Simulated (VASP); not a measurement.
# Si31C32 (a cell with a defect): single point with PBEsol

The system is Si31C32 (a cell with a defect).

```
Si C
1.0
     8.71371    0.00000    0.00000
     0.00000    8.71371    0.00000
     0.00000    0.00000    8.71371
Si C
31 32
Direct
  0.00009 0.99975 0.00031
  0.99985 0.99948 0.50131
  0.99984 0.50076 0.00001
  0.99978 0.49993 0.50047
  0.50117 0.99945 0.99991
  0.50023 0.99952 0.50044
  0.50023 0.49987 0.00001
  0.25051 0.25006 0.99972
  0.25111 0.25076 0.50044
  0.25072 0.74925 0.00044
  0.25259 0.74794 0.50113
  0.74960 0.25037 0.00048
  0.74842 0.25226 0.50109
  0.75019 0.74965 0.99922
  0.74606 0.74584 0.50485
  0.25039 0.99916 0.25064
  0.25073 0.99993 0.74977
  0.25113 0.49983 0.25130
  0.25263 0.50039 0.74843
  0.74962 0.99993 0.25089
  0.75012 0.99860 0.75033
  0.74823 0.50052 0.25294
  0.74611 0.50421 0.74635
  0.99948 0.25017 0.25068
  0.00035 0.25033 0.74980
  0.00035 0.74912 0.25086
  0.99890 0.74975 0.75028
  0.50031 0.25075 0.25128
  0.50077 0.25236 0.74833
  0.50078 0.74796 0.25285
  0.50470 0.74574 0.74637
  0.12533 0.12504 0.12558
  0.12450 0.12407 0.62509
  0.12455 0.62453 0.12462
  0.12515 0.62546 0.62608
  0.62491 0.12409 0.12457
  0.62587 0.12484 0.62613
  0.62586 0.62554 0.12552
  0.63235 0.63189 0.63247
  0.37502 0.37468 0.12511
  0.36431 0.36398 0.63474
  0.37574 0.87568 0.12491
  0.37577 0.87527 0.62614
  0.87597 0.37544 0.12496
  0.87569 0.37533 0.62623
  0.87549 0.87505 0.12570
  0.87645 0.87613 0.62467
  0.37499 0.12452 0.37518
  0.37579 0.12438 0.87618
  0.36422 0.63435 0.36456
  0.37572 0.62556 0.87581
  0.87609 0.12442 0.37596
  0.87544 0.12508 0.87562
  0.87570 0.62556 0.37591
  0.87643 0.62407 0.87664
  0.12482 0.37466 0.37523
  0.12480 0.37541 0.87624
  0.12480 0.87561 0.37599
  0.12543 0.87505 0.87561
  0.63479 0.36383 0.36453
  0.62585 0.37535 0.87589
  0.62589 0.87542 0.37593
  0.62460 0.87596 0.87666
```

```json
{
 "Program": "VASP 6.6.1",
 "Task": "single point",
 "Functional": "PBEsol",
 "Potentials or basis": "VASP PAW PBE potentials, release 64 (Si, C)",
 "Cutoff": "520 eV",
 "k mesh": "1 × 1 × 1, shifted",
 "Occupations": "fermi-dirac, width 0.05 eV",
 "Spin": "collinear spin"
}
```

```yaml
Largest_force: 0.055 eV/Å
Net_moment: 2.00 μB per cell
Site_moments: Si -0.00, +0.01, -0.01, +0.00 (each value once); C +0.00, +0.01, +0.27, +0.03 (each value once) μB
Valence_electrons_inside_the_program's_atomic_spheres: Si 1.70, 1.71, 1.69 (each value once); C 2.54, 2.55, 2.49, 2.53 (each value once)
```

Forces in eV/Å, atoms in the order of the input:
```
Si   0.005 -0.001 -0.001
Si   0.004 -0.004 -0.009
Si   0.004 -0.008  0.003
Si   0.009 -0.007  0.003
Si  -0.008 -0.004  0.011
Si   0.001  0.005  0.006
Si   0.004  0.015  0.014
Si  -0.003  0.005 -0.013
Si  -0.003 -0.002  0.002
Si   0.003 -0.004  0.018
Si   0.009 -0.015 -0.030
Si  -0.001  0.000  0.013
Si  -0.024 -0.004 -0.024
Si  -0.013  0.001 -0.013
Si   0.026  0.009 -0.047
Si   0.011 -0.016  0.005
Si   0.001  0.012  0.003
Si  -0.005  0.019  0.012
Si   0.005 -0.011 -0.006
Si  -0.002  0.024  0.005
Si  -0.009 -0.017 -0.006
Si  -0.002 -0.031 -0.004
Si   0.012 -0.034  0.014
Si  -0.011 -0.003 -0.004
Si   0.018 -0.001  0.006
Si   0.022  0.015  0.012
Si  -0.009 -0.014 -0.001
Si   0.007 -0.006  0.006
Si  -0.015 -0.005  0.010
Si  -0.024 -0.006  0.010
Si  -0.042  0.011  0.003
C    0.009  0.006  0.004
C    0.013  0.018  0.007
C    0.002  0.001  0.010
C    0.004  0.009 -0.001
C    0.010  0.010  0.024
C    0.003  0.004 -0.013
C   -0.011 -0.008 -0.011
C   -0.012 -0.006 -0.007
C    0.006 -0.009  0.005
C    0.021  0.032  0.002
C   -0.001 -0.010  0.008
C    0.015 -0.011  0.004
C   -0.008 -0.002  0.011
C   -0.011  0.018 -0.008
C   -0.009 -0.010 -0.001
C   -0.020 -0.021  0.022
C    0.004  0.010  0.001
C   -0.006  0.016 -0.016
C    0.031 -0.005  0.016
C    0.010  0.000 -0.014
C   -0.020  0.003 -0.006
C   -0.008  0.009 -0.002
C   -0.031  0.014  0.016
C   -0.014  0.027 -0.019
C    0.013  0.005  0.002
C    0.008 -0.013 -0.012
C    0.000 -0.009 -0.008
C    0.007 -0.002 -0.005
C   -0.008  0.031  0.019
C    0.009  0.011 -0.025
C    0.008 -0.033  0.011
C    0.018 -0.007 -0.014
```

Levels at points of the mesh, in eV from the Fermi level:
Spin up:
| k point | band 126 | band 127 | band 128 | band 129 | band 130 | band 131 |
| --- | --- | --- | --- | --- | --- | --- |
| (0.25, 0.25, 0.25) | -0.58 | -0.58 | -0.32 | 1.04 | 1.04 | 1.11 |
Spin down:
```csv
k point,band 123,band 124,band 125,band 126,band 127,band 128,band 129,band 130
"(0.25, 0.25, 0.25)",-1.47,-1.47,-1.40,-0.20,0.23,0.23,1.06,1.06
```

Wall time 5.6 min on 1 thread of AMD EPYC 9R45 96-Core Processor (Zen 5), on a shared host, peak memory 0.92 GiB.

Caveat: the cell carries a net charge on a neutralising background, which shifts energy and pressure; the cell is charged against a uniform background, so pressure and absolute levels hang on convention; the PAW data sets were made with another functional, which shifts forces and pressure a little.
